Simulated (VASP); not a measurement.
Mg: single point with LDA

Crystal: Mg.

```xyz
1
Lattice="-1.6809 1.6809 1.6809 1.6809 -1.6809 1.6809 1.6809 1.6809 -1.6809" Properties=species:S:1:pos:R:3 pbc="T T T"
Mg    0.0000    0.0000    0.0000
```

This cell differs from its parent crystal: volume scaled by 0.88.

```yaml
Program: VASP 6.6.1
Task: single point
Functional: LDA
Potentials_or_basis: VASP PAW LDA potentials, release 64 (Mg)
Cutoff: 520 eV
k_mesh: 14 × 14 × 14
Occupations: fermi-dirac, width 0.1 eV
Spin: no spin polarisation
```

The pressure is 6.1 GPa. The band gap on the k mesh is zero (band 1 reaches 7.65 eV, above the bottom of band 2 at 2.64 eV).

Levels at points of the mesh, in eV from the Fermi level:
```tsv
k point	band 1	band 2	band 3	band 4
(0.00, 0.00, 0.00)	-7.85	14.18	14.18	14.18
(0.50, 0.00, 0.00)	-1.80	-0.97	9.25	10.71
(0.50, 0.50, 0.50)	4.04	4.04	4.36	4.36
```

It took 26 s on 1 thread of Intel Xeon 6975P-C, with other jobs on the host, peak memory 0.1 GiB.
